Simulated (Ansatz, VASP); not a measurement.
# One calculation of MgI2, two programs

File INCAR:

```
SYSTEM = MgI2
ALGO = Normal
EDIFF = 1E-6
ENCUT = 520
GGA = PS
ISIF = 2
ISMEAR = -1
LASPH = .True.
LCHARG = .True.
LELF = .True.
LREAL = .False.
LVHAR = .True.
LWAVE = .False.
NBANDS = 15
NELM = 100
PREC = Accurate
SIGMA = 0.02
```

The input KPOINTS:

```
k-points
0
Gamma
  6 6 4
  0 0 0
```

File POSCAR:

```
MgI2
1.0
    4.1400000000      0.0000000000      0.0000000000
   -2.0700000000      3.5853451717      0.0000000000
    0.0000000000      0.0000000000      6.8800000000
Mg I
1 2
Direct
    0.0000000000      0.0000000000      0.0000000000
    0.3333333333      0.6666666667      0.2500000000
    0.6666666667      0.3333333333      0.7500000000
```

Input for Ansatz:

```yaml
crystal:
  lattice:
    a: 4.14
    b: 4.14
    c: 6.88
    alpha: 90.0
    beta: 90.0
    gamma: 120.0
  space_group: 164
  atoms:
    - { symbol: Mg, position: [0.0, 0.0, 0.0] }
    - { symbol: I, position: [0.3333333333333333, 0.6666666666666666, 0.25] }
basis:
  ecutwfc: 420.0
kpoints:
  mp_grid:
    grid: [6, 6, 4]
hamiltonian:
  xc: pbesol
  pseudopotentials:
    kind: paw
    azcp:
      folder: soft_1
scf:
  occupations:
    method: fermi_dirac
    width: 0.02
output:
  forces: true
  stress: true
```

Alike in both runs: task single point; functional PBEsol; k mesh 6 × 6 × 4; occupations fermi-dirac, width 0.02 eV; no spin polarisation.

|  | VASP | Ansatz |
| --- | --- | --- |
| version | VASP 6.6.1 | Ansatz 0.2.0 |
| potentials or method | VASP PAW PBE potentials, release 64 (Mg, I), cutoff 520 eV | plane waves, PAW |
| valence electrons in the cell | 16 | 44 |

|  | VASP | Ansatz | Ansatz less VASP |
| --- | --- | --- | --- |
| pressure (GPa) | -0.8 | -0.8 | +0.04 |
| traceless stress, the component that is largest in VASP (GPa) | -0.31 | -0.31 | -0.003 |
| rms of the force components (eV/Å) | 0.141 | 0.139 | -0.0022 |

VASP's potentials were made for PBE, not for PBEsol, and Ansatz warns of the same on its side. Atom by atom the forces differ by 0.002 eV/Å (rms over components). VASP's potentials hold 16 valence electrons a cell and Ansatz's 44, so a difference there can come from the potentials and not from the codes.

Neither program's run includes spin-orbit coupling.
